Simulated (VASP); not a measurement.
# CuO (C2/c) in VASP: notebook

Runs on CuO. Level: PBE. Tasks: single point.

Everything below comes from runs of VASP 6.6.1. Logs are shortened: lines on timing, memory, paths and dates and some standing lists are left out, and cuts for length are marked.

## Step 1: The cell of the first run

It takes space group C2/c (No. 15, monoclinic). The conventional cell has a = 4.684 Å, b = 3.423 Å, c = 5.129 Å, α = 90.00°, β = 99.54°, γ = 90.00°. Within 2.6 Å of Cu (site symmetry -1) lie 4 O at 1.95 to 1.96 Å. O (site symmetry 2) has 6 Cu at 1.95 to 2.78 Å and 6 O at 2.62 to 2.90 Å within 3.0 Å.

## Step 2: Single point, PBE

The input, INCAR:

```
SYSTEM = CuO
PREC     = Accurate       ! precision mode
ENCUT    = 520            ! plane-wave cutoff, eV
EDIFF    = 1E-7           ! SCF threshold, eV
ISMEAR   = 0              ! smearing method
SIGMA    = 0.028999999999999998 ! smearing width, eV
LREAL    = .FALSE.        ! projectors in reciprocal space
LASPH    = .TRUE.         ! aspherical terms in the spheres
NELM     = 100            ! most SCF steps
ALGO     = Normal         ! electronic algorithm
ISIF     = 2              ! what is computed and relaxed
LWAVE    = .FALSE.        ! write WAVECAR
LCHARG   = .TRUE.         ! write CHGCAR
GGA      = PE             ! functional
LELF     = .TRUE.         ! ELF
LVHAR    = .TRUE.       
NBANDS   = 25             ! bands
```

The input, KPOINTS:

```
regular mesh
0
G
  10 10 5
  0 0 0
```

The input, POSCAR:

```
CuO
1.0
    2.3418500000     -1.7113000000      0.0000000000
    2.3418500000      1.7113000000      0.0000000000
   -0.8500274268      0.0000000000      5.0578693947
Cu O
2 2
Direct
    0.5000000000      0.0000000000      0.5000000000
    0.0000000000      0.5000000000      0.0000000000
    0.4184000000      0.5816000000      0.7500000000
    0.5816000000      0.4184000000      0.2500000000
```

Potentials or basis: VASP PAW PBE potentials, release 64 (Cu, O).

Launch:

```bash
cat potpaw_PBE.64/Cu/POTCAR potpaw_PBE.64/O/POTCAR > POTCAR
mpirun -np 1 vasp_std > vasp.out
```

OUTCAR:

```text
SYSTEM = CuO
   PREC = Accurate
   ENCUT = 520
   EDIFF = 1E-7
   ISMEAR = 0
   LREAL = .FALSE.
   LASPH = .TRUE.
   NELM = 100
   ISIF = 2
   GGA = PE

 ion  position               nearest neighbor table
   1  0.500  0.000  0.500-   3 1.95   4 1.95   4 1.96   3 1.96
   2  0.000  0.500  0.000-   4 1.95   3 1.95   4 1.96   3 1.96
   3  0.418  0.582  0.750-   2 1.95   1 1.95   2 1.96   1 1.96
   4  0.582  0.418  0.250-   1 1.95   2 1.95   2 1.96   1 1.96

  LATTYP: Found a base centered monoclinic cell.
 ALAT       =     4.6837000000
 B/A-ratio  =     0.7307470589
 C/A-ratio  =     1.0950317057
 COS(beta)  =    -0.1657361228

  Lattice vectors:

 A1 = (   2.3418500000,  -1.7113000000,   0.0000000000)
 A2 = (   2.3418500000,   1.7113000000,   0.0000000000)
 A3 = (  -0.8500274268,   0.0000000000,   5.0578693947)

Analysis of symmetry for initial positions (statically):
=====================================================================
 Subroutine PRICEL returns:
 Original cell was already a primitive cell.

 Routine SETGRP: Setting up the symmetry group for a
 base centered monoclinic supercell.

 Subroutine GETGRP returns: Found  4 space group operations
 (whereof  2 operations were pure point group operations)
 out of a pool of  4 trial point group operations.

The static configuration has the point symmetry S_2 .
 The point group associated with its full space group is C_2h.

Analysis of symmetry for dynamics (positions and initial velocities):
=====================================================================
 Subroutine PRICEL returns:
 Original cell was already a primitive cell.

 Routine SETGRP: Setting up the symmetry group for a
 base centered monoclinic supercell.

 Subroutine GETGRP returns: Found  4 space group operations
 (whereof  2 operations were pure point group operations)
 out of a pool of  4 trial point group operations.

The dynamic configuration has the point symmetry S_2 .
 The point group associated with its full space group is C_2h.

 Subroutine INISYM returns: Found  4 space group operations
 (whereof  2 operations are pure point group operations),
 and found     1 'primitive' translations

----------------------------------------------------------------------------------------

                                     Primitive cell

  volume of cell :      40.5399

  direct lattice vectors                    reciprocal lattice vectors
     2.341850000 -1.711300000  0.000000000     0.213506416 -0.292175539  0.035881968
     2.341850000  1.711300000  0.000000000     0.213506416  0.292175539  0.035881968
    -0.850027427  0.000000000  5.057869395     0.000000000  0.000000000  0.197711709

  length of vectors
     2.900484289  2.900484289  5.128800000     0.363646877  0.363646877  0.197711709

  position of ions in fractional coordinates (direct lattice)
     0.500000000  0.000000000  0.500000000
     0.000000000  0.500000000  0.000000000
     0.418400000  0.581600000  0.750000000
     0.581600000  0.418400000  0.250000000

  ion indices of the primitive-cell ions
   primitive index   ion index
                 1           1
                 2           2
                 3           3
                 4           4

----------------------------------------------------------------------------------------

 KPOINTS: regular mesh

Automatic generation of k-mesh.
 Grid dimensions read from file:
 generate k-points for:   10   10    5

 Generating k-lattice:

  Cartesian coordinates                     Fractional coordinates (reciprocal lattice)
     0.021350642 -0.029217554  0.003588197     0.100000000  0.000000000  0.000000000
     0.021350642  0.029217554  0.003588197     0.000000000  0.100000000  0.000000000
     0.000000000  0.000000000  0.039542342     0.000000000  0.000000000  0.200000000

  Length of vectors
     0.036364688  0.036364688  0.039542342

  Shift w.r.t. Gamma in fractional coordinates (k-lattice)
     0.000000000  0.000000000  0.000000000

 Subroutine IBZKPT returns following result:
 ===========================================

 Found    141 irreducible k-points:

 Following reciprocal coordinates:
            Coordinates               Weight
  0.000000  0.000000  0.000000      1.000000
  0.100000 -0.000000  0.000000      4.000000
  0.200000 -0.000000  0.000000      4.000000
  0.300000 -0.000000  0.000000      4.000000
  0.400000 -0.000000  0.000000      4.000000
  0.500000 -0.000000  0.000000      2.000000
[... 16 lines left out ...]
  0.300000  0.300000  0.000000      2.000000
  0.400000  0.300000  0.000000      4.000000
 [... further k-points ...]
   k-points           NKPTS =    141   k-points in BZ     NKDIM =    141   number of bands    NBANDS=     25
   number of dos      NEDOS =    301   number of ions     NIONS =      4
   total plane-waves  NPLWV =  23040
   dimension x,y,z NGX =    24 NGY =   24 NGZ =   40
   dimension x,y,z NGXF=    48 NGYF=   48 NGZF=   80
   ions per type =               2   2
   NGX,Y,Z   is equivalent  to a cutoff of  13.76, 13.76, 12.97 a.u.
   NGXF,Y,Z  is equivalent  to a cutoff of  27.51, 27.51, 25.93 a.u.
 SYSTEM =  CuO
   PREC   = accura    normal or accurate (medium, high low for compatibility)
   ISTART =      0    job   : 0-new  1-cont  2-samecut
   ICHARG =      2    charge: 1-file 2-atom 10-const
   ISPIN  =      1    spin polarized calculation?
   LNONCOLLINEAR =      F non collinear calculations
   LSORBIT =      F    spin-orbit coupling
   LASPH  =      T    aspherical Exc in radial PAW
   ENCUT  =  520.0 eV  38.22 Ry    6.18 a.u.   5.39  5.39  9.54*2*pi/ulx,y,z
   NELM   =    100;   NELMIN=  2; NELMDL= -5     # of ELM steps
   EDIFF  = 0.1E-06   stopping-criterion for ELM
   LREAL  =      F    real-space projection
   EDIFFG = 0.1E-05   stopping-criterion for IOM
   NSW    =      0    number of steps for IOM
   IBRION =     -1    ionic relax: 0-MD 1-quasi-New 2-CG
   NFREE  =      0    steps in history (QN), initial steepest desc. (CG)
   ISIF   =      2    stress and relaxation
   ISYM   =      2    0-nonsym 1-usesym 2-fastsym
   POTIM  = 0.5000    time-step for ionic-motion
   TEBEG  =    0.0;   TEEND  =   0.0 temperature during run
   PSTRESS=    0.0 pullay stress
   NELECT =      34.0000    total number of electrons
   NUPDOWN=      -1.0000    fix difference up-down
   EMIN   =  10.00;   EMAX   =-10.00  energy-range for DOS
   EFERMI =   0.00;   METHOD = LEGACY
   ISMEAR =     0;   SIGMA  =   0.03  broadening in eV -4-tet -1-fermi 0-gaus
   EFERMI_NEDOS =   21; number of points for ismear=-14 and -15
   IALGO  =     38    algorithm
   IMIX   =      4    mixing-type and parameters
     AMIX     =   0.40;   BMIX     =  1.00
     AMIX_MAG =   1.60;   BMIX_MAG =  1.00
  volume/ion in A,a.u.               =      10.13        68.39
  Fermi-wavevector in a.u.,A,eV,Ry     =   1.543856  2.917465 32.429379  2.383492
  Thomas-Fermi vector in A             =   2.649460
   LORBIT       =      0    0 simple, 1 ext, 2 COOP (PROOUT), +10 PAW based schemes
   GGA     = PE    functional components
   LHFCALC =     F    Hartree Fock is set to
   AEXX    =    0.0000 exact exchange contribution
   IVDW    =     0    specifies the selected vdW correction
   LEPSILON=     F    determine dielectric tensor
   LRPA    =     F    only Hartree local field effects (RPA)
 non-spin polarized calculation
 Gauss-broadening in eV      SIGMA  =   0.03
  energy-cutoff  :      520.00
  volume of cell :       40.54
 maximum number of plane-waves:      1129
 NGX is ok and might be reduce to    24
   NGX = 11   NGY = 11   NGZ = 19

 number of electron      34.0000001 magnetization

 Free energy of the ion-electron system (eV)
  ---------------------------------------------------
  ext. energy  EPLUGINS =         0.00000000
  ---------------------------------------------------
  free energy    TOTEN  =       -19.52167994 eV

  energy without entropy =      -19.52058829  energy(sigma->0) =      -19.52113412

 E-fermi :   5.7112     XC(G=0): -11.9151

 val. band max:        5.7040532593   @ k =  -0.4000   0.2000   0.4000
 cond. band min:       5.7220666420   @ k =   0.5000   0.2000   0.4000
 fundamental gap:      0.0180133827
 Fermi energy:         5.7112203829

 k-point     1 :       0.0000    0.0000    0.0000
  band No.  band energies     occupation
      1     -14.2150      2.00000
      2     -12.8887      2.00000
      3      -2.4338      2.00000
      4       0.1582      2.00000
      5       0.5544      2.00000
      6       2.4024      2.00000
[... 17 lines left out ...]
     24      22.1229      0.00000
     25      22.4495      0.00000

 k-point     2 :       0.1000   -0.0000    0.0000
  band No.  band energies     occupation
      1     -14.1474      2.00000
      2     -12.8669      2.00000
      3      -2.3236      2.00000
      4       0.1420      2.00000
      5       0.5260      2.00000
      6       1.6351      2.00000
[... 17 lines left out ...]
     24      21.6465      0.00000
     25      22.6472      0.00000

 k-point     3 :       0.2000   -0.0000    0.0000
  band No.  band energies     occupation
      1     -13.9643      2.00000
      2     -12.8096      2.00000
      3      -2.0285      2.00000
      4       0.0808      2.00000
      5       0.3870      2.00000
      6       0.6272      2.00000
[... 17 lines left out ...]
     24      20.7860      0.00000
     25      22.1911      0.00000

 k-point     4 :       0.3000   -0.0000    0.0000
  band No.  band energies     occupation
      1     -13.7231      2.00000
      2     -12.7377      2.00000
      3      -1.6551      2.00000
      4      -0.5388      2.00000
      5       0.0059      2.00000
      6       0.5278      2.00000
[... 17 lines left out ...]
     24      19.6708      0.00000
     25      21.7858      0.00000
[... 477 lines left out ...]
 k-point    22 :      -0.2000    0.2000    0.0000
  band No.  band energies     occupation
      1     -13.6676      2.00000
      2     -12.7117      2.00000
      3      -1.5571      2.00000
      4      -0.0611      2.00000
      5      -0.0206      2.00000
      6       0.3047      2.00000
[... 17 lines left out ...]
     24      19.5764      0.00000
     25      19.6932      0.00000

 k-point    23 :       0.3000    0.3000    0.0000
  band No.  band energies     occupation
      1     -13.4228      2.00000
      2     -12.6878      2.00000
      3      -1.0897      2.00000
      4      -0.6101      2.00000
      5       0.3863      2.00000
      6       0.4195      2.00000
[... 17 lines left out ...]
     24      20.3033      0.00000
     25      20.6484      0.00000

 k-point    24 :       0.4000    0.3000    0.0000
  band No.  band energies     occupation
      1     -13.2354      2.00000
      2     -12.6405      2.00000
      3      -1.1016      2.00000
      4      -0.7990      2.00000
      5       0.1813      2.00000
      6       0.3737      2.00000
[... 17 lines left out ...]
     24      19.0983      0.00000
     25      20.1580      0.00000

 [... further k-points ...]

------------------------ aborting loop because EDIFF is reached ----------------------------------------

  FORCE on cell =-STRESS in cart. coord.  units (eV):
  Direction    XX          YY          ZZ          XY          YZ          ZX
  --------------------------------------------------------------------------------------
  -------------------------------------------------------------------------------------
  Total        1.5879057      1.8165078      1.4136786      0.0000000      0.0000000     -0.3377974
  in kB       62.7555974     71.7901755     55.8699701      0.0000000      0.0000000    -13.3500866
  external PRESSURE =      63.4719143 kB  Pullay stress =       0.0000000 kB

 VOLUME and BASIS-vectors are now :
 -----------------------------------------------------------------------------
  energy-cutoff  :      520.00
  volume of cell :       40.54
      direct lattice vectors                 reciprocal lattice vectors
     2.341850000 -1.711300000  0.000000000     0.213506416 -0.292175539  0.035881968
     2.341850000  1.711300000  0.000000000     0.213506416  0.292175539  0.035881968
    -0.850027427  0.000000000  5.057869395     0.000000000  0.000000000  0.197711709

 POSITION                                       TOTAL-FORCE (eV/Angst)
 -----------------------------------------------------------------------------------
      0.74591     -0.85565      2.52893         0.000000     -0.000000      0.000000
      1.17092      0.85565      0.00000         0.000000     -0.000000      0.000000
      1.70433      0.27928      3.79340        -0.000000     -0.218118      0.000000
      2.12934     -0.27928      1.26447        -0.000000      0.218118      0.000000
 -----------------------------------------------------------------------------------
    total drift:                                0.000000      0.000000     -0.000000

  FREE ENERGIE OF THE ION-ELECTRON SYSTEM (eV)
  ---------------------------------------------------
  free  energy   TOTEN  =       -19.5216799416 eV

  energy  without entropy=      -19.5205882906  energy(sigma->0) =      -19.52113412
```

Wall time 66 s (1 thread of Intel Xeon 6975P-C (Granite Rapids), shared host); peak memory 0.24 GiB.

What came out:

| Item | Value |
| --- | --- |
| Free energy | -19.5217 eV |
| Pressure | 6.3 GPa |
| Largest force | 0.218 eV/Å |
| Band gap on the k mesh | zero (bands 17 and 18 overlap by 0.60 eV) |

Forces on the atoms (eV/Å):
```
Cu   0.000  0.000  0.000
Cu   0.000  0.000  0.000
O    0.000 -0.218  0.000
O    0.000  0.218  0.000
```

Levels at points of the mesh, in eV from the Fermi level:
| k point | band 13 | band 14 | band 15 | band 16 | band 17 | band 18 | band 19 | band 20 | band 21 | band 22 |
| --- | --- | --- | --- | --- | --- | --- | --- | --- | --- | --- |
| (0.00, 0.00, 0.00) | -2.39 | -2.22 | -2.16 | -1.66 | 0.22 | 0.95 | 1.74 | 6.06 | 8.18 | 13.40 |
| (0.50, 0.00, 0.00) | -2.05 | -1.60 | -1.50 | -1.41 | 0.01 | 0.26 | 4.89 | 6.34 | 6.98 | 11.14 |
| (0.50, 0.50, 0.00) | -2.14 | -2.13 | -1.66 | -1.22 | -0.66 | 1.08 | 3.37 | 7.13 | 8.54 | 10.06 |

Caveat: the cell stands under pressure; semilocal functionals often make such compounds metallic where correlation or magnetic order opens a gap, which also shifts bond lengths. With open d or f shells a metallic result of PBE can be an artefact of self-interaction; +U or a hybrid may open a gap.

## Step 3: Single point, PBE

The input, INCAR:

```
PREC = Accurate
ENCUT = 520
EDIFF = 1E-6
ISMEAR = 0
SIGMA = 0.03
LREAL = False
LASPH = True
NELM = 80
ALGO = Normal
ISIF = 2
LWAVE = False
LCHARG = True
GGA = PE
LELF = True
LVHAR = True
NBANDS = 25
```

The input, KPOINTS:

```
regular mesh
0
Gamma
  10 10 5
```

POSCAR is that of step 2.

Potentials or basis: VASP PAW PBE potentials, release 64 (Cu, O).

Launch:

```bash
cat potpaw_PBE.64/Cu/POTCAR potpaw_PBE.64/O/POTCAR > POTCAR
mpirun -np 1 vasp_std > vasp.out
```

It took 58 s on 1 thread of Intel Xeon 6975P-C (Granite Rapids), shared host; peak memory 0.23 GiB.

It converged, with:

* Free energy: -19.5217 eV
* Pressure: 6.4 GPa
* Largest force: 0.218 eV/Å
* Band gap on the k mesh: zero (bands 17 and 18 overlap by 0.60 eV)

Forces in eV/Å, atoms in the order of the input:
```
Cu   0.000  0.000  0.000
Cu   0.000  0.000  0.000
O    0.000 -0.218  0.000
O    0.000  0.218  0.000
```

Stress tensor (GPa, compression positive):
```
 6.36  0.00 -1.33
 0.00  7.26  0.00
-1.33  0.00  5.67
```

Levels at points of the mesh, in eV from the Fermi level:
| k point | band 13 | band 14 | band 15 | band 16 | band 17 | band 18 | band 19 | band 20 | band 21 | band 22 |
| --- | --- | --- | --- | --- | --- | --- | --- | --- | --- | --- |
| (0.00, 0.00, 0.00) | -2.39 | -2.22 | -2.16 | -1.66 | 0.22 | 0.95 | 1.74 | 6.06 | 8.18 | 13.40 |
| (0.50, 0.00, 0.00) | -2.05 | -1.60 | -1.50 | -1.41 | 0.01 | 0.26 | 4.89 | 6.34 | 6.98 | 11.14 |
| (0.50, 0.50, 0.00) | -2.14 | -2.13 | -1.66 | -1.22 | -0.65 | 1.08 | 3.37 | 7.13 | 8.54 | 10.06 |

Caveat: the cell stands under pressure; semilocal functionals often make such compounds metallic where correlation or magnetic order opens a gap, which also shifts bond lengths. With open d or f shells a metallic result of PBE can be an artefact of self-interaction; +U or a hybrid may open a gap.
